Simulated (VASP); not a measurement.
Runs of VASP 6.6.1 on TaGaGeSe. The structure is that of space group P4/mmm (No. 123), or close to it. The cells are those of the table. 

```csv
task,spin,cell,k mesh,cutoff (eV),gap on the mesh (eV),pressure (GPa),moment (μB)
single point,off,"a = 3.948, b = 3.948, c = 5.570 Å, 4 atoms",4 × 4 × 4,520,none,-6.9,-
single point,"collinear, ferromagnetic start","a = 3.948, b = 3.948, c = 5.570 Å, 4 atoms",4 × 4 × 4,520,none,-6.9,0.00
relaxation of cell and atoms,off,"relaxed from a = 3.948, b = 3.948, c = 5.570 Å, 4 atoms",4 × 4 × 4,600,none,0.2,-
single point,"collinear, ferromagnetic start","a = 3.877, b = 3.877, c = 5.286 Å, 4 atoms",4 × 4 × 4,520,none,0.2,(a)
single point,off,"a = 3.877, b = 3.877, c = 5.286 Å, 4 atoms",4 × 4 × 4,520,none,0.1,-
single point,off,"a = 3.844, b = 3.844, c = 5.360 Å, 4 atoms",12 × 12 × 10,520,none,0.1,-
```

Alike in all rows: level PBE; potentials or basis VASP PAW PBE potentials, release 64 (Ta_pv, Ga_d, Ge_d, Se); smearing gaussian 0.1 eV.

Problem. Estimate the missing entries.

Solution. (a) 0.12.

Caveats: some runs use coarse meshes; spin-orbit coupling is left out, which moves the levels of the heavy elements.

A k mesh can miss the band edges, and the runs leave out spin-orbit coupling on Ga, Ge, Se, Ta.

A gap of «none» marks levels without a gap at the run's occupations.
